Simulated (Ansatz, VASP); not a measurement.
HfN in VASP and in Ansatz

```
Hf N
1.0
     0.00000    2.23674    2.30418
     2.23674    0.00000    2.30418
     2.23674    2.23674    0.00000
Hf N
1 1
Direct
  0.00000 0.00000 0.00000
  0.50000 0.50000 0.50000
```

Change from the starting cell: z stretched by +2 % at fixed volume.

Alike in both runs: task single point; functional PBE; k mesh 10 × 10 × 10; occupations fermi-dirac, width 0.01 eV; no spin polarisation.

```csv
,VASP,Ansatz
version,VASP 6.6.1,Ansatz 0.2.0
potentials or method,"VASP PAW PBE potentials, release 64 (Hf_pv, N), cutoff 600 eV","all-electron LAPW, scalar-relativistic"
```

```tsv
	VASP	Ansatz	Ansatz less VASP
pressure (GPa)	3.5	6.0	+2.54
traceless stress, the component that is largest in VASP (GPa)	-8.97	-9.06	-0.094
```

Ansatz ran all-electron here, and VASP with PAW potentials.

Neither program's run includes spin-orbit coupling.
